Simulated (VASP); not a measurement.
Here is a VASP 6.6.1 calculation.

The input INCAR:

```
SYSTEM = ZnSn2N2
PREC = Accurate
ENCUT = 600
EDIFF = 1E-6
ISMEAR = -1
SIGMA = 0.05
LREAL = .False.
LASPH = .True.
NELM = 80
ALGO = Normal
ISIF = 3
LWAVE = .False.
LCHARG = .False.
GGA = PS
IBRION = 2
NSW = 80
EDIFFG = -0.05
```

File KPOINTS:

```
regular mesh
0
Gamma
  7 7 3
  0 0 0
```

POSCAR

```
ZnSn2N2
1.0
    3.3523260000      0.0000000000      0.0000000000
    0.0000000000      3.3523260000      0.0000000000
    0.0000000000      0.0000000000      8.0642090000
Zn Sn N
1 2 2
Direct
    0.0000000000      0.0000000000      0.0000000000
    0.5000000000      0.5000000000      0.6941730000
    0.5000000000      0.5000000000      0.3058270000
    0.5000000000      0.0000000000      0.1458100000
    0.0000000000      0.5000000000      0.8541900000
```

Potentials or basis: VASP PAW PBE potentials, release 64 (Zn, Sn_d, N).

Run with:

```bash
$ cat potpaw_PBE.64/Zn/POTCAR potpaw_PBE.64/Sn_d/POTCAR potpaw_PBE.64/N/POTCAR > POTCAR
$ mpirun -np 1 vasp_std > vasp.out
```

(1) What does it give for the band gap on the k mesh?

(2) Estimate the relaxed cell.

(3) What does it give for the relaxed volume?

(4) Estimate the space group after relaxing (to 0.1 Å).

Results:

(1) zero (bands 25 and 26 overlap by 1.38 eV).

(2) a = 3.303 Å, b = 3.303 Å, c = 7.920 Å, α = 90.00°, β = 90.00°, γ = 90.00°.

(3) 17.29 Å³/atom.

(4) P-4m2 (No. 115).

Caveat: the PAW data sets were made with another functional, which shifts forces and pressure a little; spin-orbit coupling is left out, which moves the levels of the heavy elements.
